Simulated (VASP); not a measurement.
Input of a VASP 6.6.1 run:

File INCAR:

```
  PREC = Accurate
  ENCUT = 600
  EDIFF = 1E-7
  ISMEAR = 0
  SIGMA = 0.1
  LREAL = False
  LASPH = True
  NELM = 100
  ALGO = Normal
  ISIF = 3
  LWAVE = False
  LCHARG = False
  GGA = PE
  IBRION = 2
  NSW = 80
  EDIFFG = -0.025
```

The input KPOINTS:

```
Automatic mesh
0
Gamma
  4 4 4
```

POSCAR

```
NaI
1.0
   -3.2192387740     -0.1321445516     -3.2272882987
   -3.3100702736     -3.3328198753     -0.0413130520
   -6.4420416770      3.1960340571      3.3629969793
Na I
2 2
Direct
    0.2507704826      0.2473776320      0.2442821760
    0.7527080924      0.7408763430      0.7515946450
    1.0084818554      1.0072272562     -0.0013958977
    0.4880395697      0.5045187688      0.5055190767
```

Potentials or basis: VASP PAW PBE potentials, release 64 (Na_pv, I).

Command:

```bash
$ cat potpaw_PBE.64/Na_pv/POTCAR potpaw_PBE.64/I/POTCAR > POTCAR
$ mpirun -np 1 vasp_std > vasp.out
```

(1) What does it give for the relaxed cell?

(2) Estimate the relaxed volume.

(3) Predict the band gap on the k mesh.

Results:

(1) a = 4.622 Å, b = 4.622 Å, c = 7.981 Å, α = 73.31°, β = 73.18°, γ = 60.10°.

(2) 34.84 Å³/atom.

(3) 3.56 eV.

Caveat: spin-orbit coupling is left out, which moves the levels of the heavy elements.
